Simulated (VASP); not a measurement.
Input of a VASP 6.6.1 run:

File INCAR:

```
SYSTEM = Bi
PREC = Accurate
ENCUT = 520
EDIFF = 1E-8
ISMEAR = -1
SIGMA = 0.03
LREAL = .False.
LASPH = .True.
NELM = 80
ALGO = Normal
ISIF = 2
LWAVE = .False.
LCHARG = .False.
GGA = PE
LEFG = .True.
NBANDS = 22
```

File KPOINTS:

```
Automatic mesh
0
Gamma
  9 9 3
  0 0 0
```

Contents of POSCAR:

```
Bi
1.0
    4.5390002997     -0.0226950015     -0.0226950015
   -2.2891545977      3.9422370682     -0.0083069471
   -0.0591450000     -0.0591450000     11.8290000000
Bi
2
Direct
    0.3333333333      0.6666666667      0.2500000000
    0.6666666667      0.3333333333      0.7500000000
```

Potentials or basis: VASP PAW PBE potentials, release 64 (Bi_d).

Command:

```sh
$ cat potpaw_PBE.64/Bi_d/POTCAR > POTCAR
$ mpirun -np 1 vasp_std > vasp.out
```

Task: Estimate the band gap on the k mesh.

Result: Zero (bands 15 and 16 overlap by 2.11 eV).

Task: Estimate the pressure.

Result: -3.3 GPa.

Stress tensor (GPa, compression positive):
```
-4.76 -0.04  0.02
-0.04 -4.77  0.02
 0.02  0.02 -0.34
```

Caveat: the cell differs from its parent crystal (equal xy, yz and zx shear strains of -1 %); the cell stands under tension; without QUAD_EFG the Cq values of the log hold for a quadrupole moment of 1 mb, not for the nuclei; spin-orbit coupling is left out, which moves the levels of the heavy elements.
